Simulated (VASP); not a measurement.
# SnTe (Fmm2) in VASP: notebook

SnTe is run at these levels: LDA; tasks: single point.

Program: VASP 6.6.1. These are calculated values, not measurements. Logs are shortened: lines on timing, memory, paths and dates and some standing lists are left out, and cuts for length are marked.

### 1 The cell of the first run

Symmetry: Fmm2, No. 42, orthorhombic system. The conventional cell has a = 6.092 Å, b = 6.310 Å, c = 6.310 Å, α = 90.00°, β = 90.00°, γ = 90.00°. Sn (site symmetry mm2) has 6 Te at 3.04 to 3.27 Å within 4.0 Å. Within 4.0 Å of Te (site symmetry mm2) lie 6 Sn at 3.04 to 3.27 Å.

### 2 Single point, LDA (mode 4 frozen in at -0.057 Å, strain +e along z and -e/2 along x and y -0.0233)

File INCAR:

```
ALGO = Normal
EDIFF = 1E-6
ENCUT = 520
GGA = CA
ISIF = 2
ISMEAR = 0
LASPH = True
LCHARG = True
LELF = True
LREAL = False
LVHAR = True
LWAVE = False
NBANDS = 17
NELM = 60
PREC = Accurate
SIGMA = 0.03
```

File KPOINTS:

```
k-points
0
Gamma
  10 10 10
```

File POSCAR:

```
SnTe
1.0
    0.0000000000      3.1548899906      3.0458963612
    3.1548899906      0.0000000000      3.0458963612
    3.1548899906      3.1548899906      0.0000000000
Sn Te
1 1
Direct
    0.0090907377     -0.0090907377     -0.0090907377
    0.4915426217      0.5084573783      0.5084573783
```

Potentials or basis: VASP PAW LDA potentials, release 64 (Sn_d, Te).

On the command line:

```sh
cat potpaw_LDA.64/Sn_d/POTCAR potpaw_LDA.64/Te/POTCAR > POTCAR
mpirun -np 1 vasp_std > vasp.out
```

OUTCAR:

```text
EDIFF = 1E-6
   ENCUT = 520
   GGA = CA
   ISIF = 2
   ISMEAR = 0
   LASPH = True
   LREAL = False
   NELM = 60
   PREC = Accurate

 ion  position               nearest neighbor table
   1  0.009  0.991  0.991-   2 3.04   2 3.05   2 3.05   2 3.16   2 3.16   2 3.27
   2  0.492  0.508  0.508-   1 3.04   1 3.05   1 3.05   1 3.16   1 3.16   1 3.27

  LATTYP: Found a body centered tetragonal cell.
 ALAT       =     4.4616882125
 C/A-ratio  =     1.3653559891

  Lattice vectors:

 A1 = (   0.0000000000,  -3.1548899906,  -3.0458963612)
 A2 = (   0.0000000000,   3.1548899906,  -3.0458963612)
 A3 = (   3.1548899906,   0.0000000000,   3.0458963612)

Analysis of symmetry for initial positions (statically):
=====================================================================
 Subroutine PRICEL returns:
 Original cell was already a primitive cell.

 Routine SETGRP: Setting up the symmetry group for a
 body centered tetragonal supercell.

 Subroutine GETGRP returns: Found  4 space group operations
 (whereof  4 operations were pure point group operations)
 out of a pool of 16 trial point group operations.

The static configuration has the point symmetry C_2v.

Analysis of symmetry for dynamics (positions and initial velocities):
=====================================================================
 Subroutine PRICEL returns:
 Original cell was already a primitive cell.

 Routine SETGRP: Setting up the symmetry group for a
 body centered tetragonal supercell.

 Subroutine GETGRP returns: Found  4 space group operations
 (whereof  4 operations were pure point group operations)
 out of a pool of 16 trial point group operations.

The dynamic configuration has the point symmetry C_2v.

 Subroutine INISYM returns: Found  4 space group operations
 (whereof  4 operations are pure point group operations),
 and found     1 'primitive' translations

----------------------------------------------------------------------------------------

                                     Primitive cell

  volume of cell :      60.6336

  direct lattice vectors                    reciprocal lattice vectors
     0.000000000  3.154889991  3.045896361    -0.158484131  0.158484131  0.164155290
     3.154889991  0.000000000  3.045896361     0.158484131 -0.158484131  0.164155290
     3.154889991  3.154889991  0.000000000     0.158484131  0.158484131 -0.164155290

  length of vectors
     4.385295372  4.385295372  4.461688213     0.277815405  0.277815405  0.277815405

  position of ions in fractional coordinates (direct lattice)
     0.009090738  0.990909262  0.990909262
     0.491542622  0.508457378  0.508457378

  ion indices of the primitive-cell ions
   primitive index   ion index
                 1           1
                 2           2

----------------------------------------------------------------------------------------

 KPOINTS: k-points

Automatic generation of k-mesh.
 Grid dimensions read from file:
 generate k-points for:   10   10   10

 Generating k-lattice:

  Cartesian coordinates                     Fractional coordinates (reciprocal lattice)
    -0.015848413  0.015848413  0.016415529     0.100000000  0.000000000  0.000000000
     0.015848413 -0.015848413  0.016415529     0.000000000  0.100000000  0.000000000
     0.015848413  0.015848413 -0.016415529     0.000000000  0.000000000  0.100000000

  Length of vectors
     0.027781540  0.027781540  0.027781540

  Shift w.r.t. Gamma in fractional coordinates (k-lattice)
     0.000000000  0.000000000  0.000000000

 Subroutine IBZKPT returns following result:
 ===========================================

 Found    171 irreducible k-points:

 Following reciprocal coordinates:
            Coordinates               Weight
  0.000000  0.000000  0.000000      1.000000
  0.100000  0.000000  0.000000      8.000000
  0.200000  0.000000  0.000000      8.000000
  0.300000  0.000000  0.000000      8.000000
  0.400000  0.000000  0.000000      8.000000
  0.500000  0.000000  0.000000      4.000000
[... 16 lines left out ...]
  0.300000  0.300000  0.000000      2.000000
  0.400000  0.300000  0.000000      8.000000
 [... further k-points ...]
   k-points           NKPTS =    171   k-points in BZ     NKDIM =    171   number of bands    NBANDS=     17
   number of dos      NEDOS =    301   number of ions     NIONS =      2
   total plane-waves  NPLWV =  46656
   dimension x,y,z NGX =    36 NGY =   36 NGZ =   36
   dimension x,y,z NGXF=    72 NGYF=   72 NGZF=   72
   ions per type =               1   1
   NGX,Y,Z   is equivalent  to a cutoff of  13.65, 13.65, 13.41 a.u.
   NGXF,Y,Z  is equivalent  to a cutoff of  27.30, 27.30, 26.83 a.u.
 SYSTEM =  unknown system
   PREC   = accura    normal or accurate (medium, high low for compatibility)
   ISTART =      0    job   : 0-new  1-cont  2-samecut
   ICHARG =      2    charge: 1-file 2-atom 10-const
   ISPIN  =      1    spin polarized calculation?
   LNONCOLLINEAR =      F non collinear calculations
   LSORBIT =      F    spin-orbit coupling
   LASPH  =      T    aspherical Exc in radial PAW
   ENCUT  =  520.0 eV  38.22 Ry    6.18 a.u.   8.15  8.15  8.30*2*pi/ulx,y,z
   NELM   =     60;   NELMIN=  2; NELMDL= -5     # of ELM steps
   EDIFF  = 0.1E-05   stopping-criterion for ELM
   LREAL  =      F    real-space projection
   EDIFFG = 0.1E-04   stopping-criterion for IOM
   NSW    =      0    number of steps for IOM
   IBRION =     -1    ionic relax: 0-MD 1-quasi-New 2-CG
   NFREE  =      0    steps in history (QN), initial steepest desc. (CG)
   ISIF   =      2    stress and relaxation
   ISYM   =      2    0-nonsym 1-usesym 2-fastsym
   POTIM  = 0.5000    time-step for ionic-motion
   TEBEG  =    0.0;   TEEND  =   0.0 temperature during run
   PSTRESS=    0.0 pullay stress
   NELECT =      20.0000    total number of electrons
   NUPDOWN=      -1.0000    fix difference up-down
   EMIN   =  10.00;   EMAX   =-10.00  energy-range for DOS
   EFERMI =   0.00;   METHOD = LEGACY
   ISMEAR =     0;   SIGMA  =   0.03  broadening in eV -4-tet -1-fermi 0-gaus
   EFERMI_NEDOS =   21; number of points for ismear=-14 and -15
   IALGO  =     38    algorithm
   IMIX   =      4    mixing-type and parameters
     AMIX     =   0.40;   BMIX     =  1.00
     AMIX_MAG =   1.60;   BMIX_MAG =  1.00
  volume/ion in A,a.u.               =      30.32       204.59
  Fermi-wavevector in a.u.,A,eV,Ry     =   1.131133  2.137531 17.408133  1.279462
  Thomas-Fermi vector in A             =   2.267831
   LORBIT       =      0    0 simple, 1 ext, 2 COOP (PROOUT), +10 PAW based schemes
   GGA     = CA    functional components
   LHFCALC =     F    Hartree Fock is set to
   AEXX    =    0.0000 exact exchange contribution
   IVDW    =     0    specifies the selected vdW correction
   LEPSILON=     F    determine dielectric tensor
   LRPA    =     F    only Hartree local field effects (RPA)
 non-spin polarized calculation
 Gauss-broadening in eV      SIGMA  =   0.03
  energy-cutoff  :      520.00
  volume of cell :       60.63
 maximum number of plane-waves:      1660
 NGX is ok and might be reduce to    36
   NGX = 17   NGY = 17   NGZ = 17

 number of electron      20.0000002 magnetization

 Free energy of the ion-electron system (eV)
  ---------------------------------------------------
  ext. energy  EPLUGINS =         0.00000000
  ---------------------------------------------------
  free energy    TOTEN  =        -8.80855904 eV

  energy without entropy =       -8.80855904  energy(sigma->0) =       -8.80855904

 E-fermi :   7.1508     XC(G=0):  -9.8729

 val. band max:        6.9760027391   @ k =   0.5000   0.0000   0.0000
 cond. band min:       7.3487152416   @ k =   0.5000   0.0000   0.0000
 fundamental gap:      0.3727125025
 Fermi energy:         7.1507711937

 k-point     1 :       0.0000    0.0000    0.0000
  band No.  band energies     occupation
      1     -14.6629      2.00000
      2     -14.6556      2.00000
      3     -14.6514      2.00000
      4     -14.6459      2.00000
      5     -14.6444      2.00000
      6      -5.9349      2.00000
[... 9 lines left out ...]
     16      12.0915      0.00000
     17      13.8325      0.00000

 k-point     2 :       0.1000    0.0000    0.0000
  band No.  band energies     occupation
      1     -14.6632      2.00000
      2     -14.6563      2.00000
      3     -14.6510      2.00000
      4     -14.6454      2.00000
      5     -14.6438      2.00000
      6      -5.8464      2.00000
[... 9 lines left out ...]
     16      12.1913      0.00000
     17      14.4575      0.00000

 k-point     3 :       0.2000    0.0000    0.0000
  band No.  band energies     occupation
      1     -14.6642      2.00000
      2     -14.6581      2.00000
      3     -14.6500      2.00000
      4     -14.6439      2.00000
      5     -14.6421      2.00000
      6      -5.5899      2.00000
[... 9 lines left out ...]
     16      12.7105      0.00000
     17      15.8710      0.00000

 k-point     4 :       0.3000    0.0000    0.0000
  band No.  band energies     occupation
      1     -14.6657      2.00000
      2     -14.6606      2.00000
      3     -14.6489      2.00000
      4     -14.6420      2.00000
      5     -14.6396      2.00000
      6      -5.2014      2.00000
[... 9 lines left out ...]
     16      13.6133      0.00000
     17      17.6378      0.00000

 k-point     5 :       0.4000    0.0000    0.0000
  band No.  band energies     occupation
      1     -14.6670      2.00000
      2     -14.6626      2.00000
      3     -14.6482      2.00000
      4     -14.6402      2.00000
      5     -14.6374      2.00000
      6      -4.7827      2.00000
[... 9 lines left out ...]
     16      14.8824      0.00000
     17      17.1455      0.00000

 k-point     6 :       0.5000    0.0000    0.0000
  band No.  band energies     occupation
      1     -14.6675      2.00000
      2     -14.6634      2.00000
      3     -14.6479      2.00000
      4     -14.6396      2.00000
      5     -14.6366      2.00000
      6      -4.5753      2.00000
[... 9 lines left out ...]
     16      16.1053      0.00000
     17      16.1207      0.00000

 k-point     7 :       0.1000    0.1000    0.0000
  band No.  band energies     occupation
      1     -14.6623      2.00000
      2     -14.6575      2.00000
      3     -14.6519      2.00000
      4     -14.6447      2.00000
      5     -14.6431      2.00000
      6      -5.8088      2.00000
[... 9 lines left out ...]
     16      12.4361      0.00000
     17      13.9675      0.00000

 k-point     8 :       0.2000    0.1000    0.0000
  band No.  band energies     occupation
      1     -14.6622      2.00000
      2     -14.6597      2.00000
      3     -14.6519      2.00000
      4     -14.6431      2.00000
      5     -14.6415      2.00000
      6      -5.6004      2.00000
[... 9 lines left out ...]
     16      13.1257      0.00000
     17      14.7310      0.00000
[... 203 lines left out ...]
      1     -14.6687      2.00000
      2     -14.6632      2.00000
      3     -14.6506      2.00000
      4     -14.6376      2.00000
      5     -14.6349      2.00000
      6      -4.4415      2.00000
[... 9 lines left out ...]
     16      16.1402      0.00000
     17      17.1355      0.00000

 k-point    20 :      -0.4000    0.2000    0.0000
  band No.  band energies     occupation
      1     -14.6675      2.00000
      2     -14.6646      2.00000
      3     -14.6484      2.00000
      4     -14.6388      2.00000
      5     -14.6357      2.00000
      6      -4.4205      2.00000
[... 9 lines left out ...]
     16      14.7009      0.00000
     17      18.1014      0.00000

 k-point    21 :      -0.3000    0.2000    0.0000
  band No.  band energies     occupation
      1     -14.6665      2.00000
      2     -14.6638      2.00000
      3     -14.6468      2.00000
      4     -14.6408      2.00000
      5     -14.6377      2.00000
      6      -4.7146      2.00000
[... 9 lines left out ...]
     16      14.9738      0.00000
     17      17.0794      0.00000

 k-point    22 :      -0.2000    0.2000    0.0000
  band No.  band energies     occupation
      1     -14.6664      2.00000
      2     -14.6609      2.00000
      3     -14.6464      2.00000
      4     -14.6429      2.00000
      5     -14.6400      2.00000
      6      -5.0996      2.00000
[... 9 lines left out ...]
     16      15.6559      0.00000
     17      15.9075      0.00000

 k-point    23 :       0.3000    0.3000    0.0000
  band No.  band energies     occupation
      1     -14.6702      2.00000
      2     -14.6586      2.00000
      3     -14.6548      2.00000
      4     -14.6372      2.00000
      5     -14.6355      2.00000
      6      -4.9040      2.00000
[... 9 lines left out ...]
     16      15.5685      0.00000
     17      15.9622      0.00000

 k-point    24 :       0.4000    0.3000    0.0000
  band No.  band energies     occupation
      1     -14.6731      2.00000
      2     -14.6585      2.00000
      3     -14.6548      2.00000
      4     -14.6354      2.00000
      5     -14.6337      2.00000
      6      -4.5848      2.00000
[... 9 lines left out ...]
     16      16.2209      0.00000
     17      17.0395      0.00000

 [... further k-points ...]

------------------------ aborting loop because EDIFF is reached ----------------------------------------

  FORCE on cell =-STRESS in cart. coord.  units (eV):
  Direction    XX          YY          ZZ          XY          YZ          ZX
  --------------------------------------------------------------------------------------
  -------------------------------------------------------------------------------------
  Total       -0.4475101     -0.5818305      1.4522358      0.0000000      0.0000000      0.0000000
  in kB      -11.8249644    -15.3742355     38.3737443      0.0000000      0.0000000      0.0000000
  external PRESSURE =       3.7248481 kB  Pullay stress =       0.0000000 kB

 VOLUME and BASIS-vectors are now :
 -----------------------------------------------------------------------------
  energy-cutoff  :      520.00
  volume of cell :       60.63
      direct lattice vectors                 reciprocal lattice vectors
     0.000000000  3.154889991  3.045896361    -0.158484131  0.158484131  0.164155290
     3.154889991  0.000000000  3.045896361     0.158484131 -0.158484131  0.164155290
     3.154889991  3.154889991  0.000000000     0.158484131  0.158484131 -0.164155290

 POSITION                                       TOTAL-FORCE (eV/Angst)
 -----------------------------------------------------------------------------------
      6.25242      3.15489      3.04590         0.023489      0.000000      0.000000
      3.20825      3.15489      3.04590        -0.023489      0.000000      0.000000
 -----------------------------------------------------------------------------------
    total drift:                                0.000304      0.000000      0.000000

  FREE ENERGIE OF THE ION-ELECTRON SYSTEM (eV)
  ---------------------------------------------------
  free  energy   TOTEN  =        -8.8085590448 eV

  energy  without entropy=       -8.8085590448  energy(sigma->0) =       -8.80855904
```

Run time: 64 s. Hardware: 1 thread of Intel Xeon 6975P-C (Granite Rapids), shared host; peak memory 0.3 GiB.

What came out:

```yaml
Free_energy: -8.8086 eV
Pressure: 0.4 GPa
Largest_force: 0.023 eV/Å
Band_gap_on_the_k_mesh: 0.37 eV, direct
```

Forces in eV/Å, atoms in the order of the input:
```
Sn   0.023  0.000  0.000
Te  -0.023  0.000  0.000
```

Levels at points of the mesh, in eV from the valence-band top:
```tsv
k point	band 6	band 7	band 8	band 9	band 10	band 11	band 12	band 13	band 14	band 15
(0.00, 0.00, 0.00)	-12.91	-4.48	-2.30	-1.94	-1.90	3.15	3.25	3.95	4.81	4.98
(0.50, 0.00, 0.00)	-11.55	-8.39	-1.79	-1.67	0.00	0.37	0.43	0.63	7.91	8.82
(0.50, 0.50, 0.00)	-11.09	-6.57	-5.68	-3.78	-3.77	2.08	5.11	5.13	7.08	9.27
(0.50, 0.00, 0.50)	-11.29	-6.32	-5.61	-3.88	-3.48	2.19	4.78	5.77	6.51	9.19
(0.00, 0.50, 0.50)	-11.28	-6.51	-5.43	-3.89	-3.48	2.25	4.75	5.72	6.55	9.21
```

Caveat: the cell differs from its parent crystal (mode 4 frozen in at -0.057 Å, strain +e along z and -e/2 along x and y -0.0233); spin-orbit coupling is left out, which moves the levels of the heavy elements.

### 3 Single point, LDA (mode 4 frozen in at -0.113 Å, strain +e along z and -e/2 along x and y -0.0233)

File INCAR:

```
SYSTEM = SnTe
PREC     = Accurate       ! precision mode
ENCUT    = 520            ! plane-wave cutoff, eV
EDIFF    = 1E-6           ! SCF threshold, eV
ISMEAR   = 0              ! smearing method
SIGMA    = 0.03           ! smearing width, eV
LREAL    = .FALSE.        ! projectors in reciprocal space
LASPH    = .TRUE.         ! aspherical terms in the spheres
NELM     = 80             ! most SCF steps
ALGO     = Normal         ! electronic algorithm
ISIF     = 2              ! what is computed and relaxed
LWAVE    = .FALSE.        ! write WAVECAR
LCHARG   = .TRUE.         ! write CHGCAR
GGA      = CA             ! functional
LELF     = .TRUE.         ! ELF
LVHAR    = .TRUE.       
NBANDS   = 17             ! bands
```

File KPOINTS:

```
Automatic mesh
0
G
  10 10 10
  0 0 0
```

File POSCAR:

```
SnTe
1.0
    0.0000000000      3.1548899906      3.0458963612
    3.1548899906      0.0000000000      3.0458963612
    3.1548899906      3.1548899906      0.0000000000
Sn Te
1 1
Direct
    0.0181654424     -0.0181654424     -0.0181654424
    0.4831001593      0.5168998407      0.5168998407
```

Potentials or basis: VASP PAW LDA potentials, release 64 (Sn_d, Te).

On the command line:

```sh
cat potpaw_LDA.64/Sn_d/POTCAR potpaw_LDA.64/Te/POTCAR > POTCAR
mpirun -np 1 vasp_std > vasp.out
```

It took 69 s on 1 thread of Intel Xeon 6975P-C (Granite Rapids), shared host; peak memory 0.3 GiB.

It converged, with:

```yaml
Free_energy: -8.7986 eV
Pressure: 0.9 GPa
Largest_force: 0.188 eV/Å
Band_gap_on_the_k_mesh: 0.44 eV, indirect (least direct gap 0.54 eV)
```

Forces in eV/Å, atoms in the order of the input:
```
Sn   0.188  0.000  0.000
Te  -0.188  0.000  0.000
```

Stress tensor (GPa, compression positive):
```
 0.17  0.00  0.00
 0.00 -1.44  0.00
 0.00  0.00  3.90
```

Levels at points of the mesh, in eV from the valence-band top:
| k point | band 8 | band 9 | band 10 | band 11 | band 12 | band 13 |
| --- | --- | --- | --- | --- | --- | --- |
| (0.00, 0.00, 0.00) | -2.28 | -2.04 | -1.89 | 2.96 | 3.32 | 3.60 |
| (0.50, 0.00, 0.00) | -1.96 | -1.71 | -0.12 | 0.44 | 0.58 | 0.76 |
| (0.50, 0.50, 0.00) | -5.69 | -3.77 | -3.74 | 1.89 | 5.22 | 5.28 |
| (0.50, 0.00, 0.50) | -5.62 | -3.85 | -3.49 | 2.01 | 4.88 | 5.90 |
| (0.00, 0.50, 0.50) | -5.11 | -3.91 | -3.50 | 2.25 | 4.76 | 5.73 |

Caveat: the cell differs from its parent crystal (mode 4 frozen in at -0.113 Å, strain +e along z and -e/2 along x and y -0.0233); spin-orbit coupling is left out, which moves the levels of the heavy elements. A k mesh can miss the band edges.

(Part 1 of 2 ends here.)
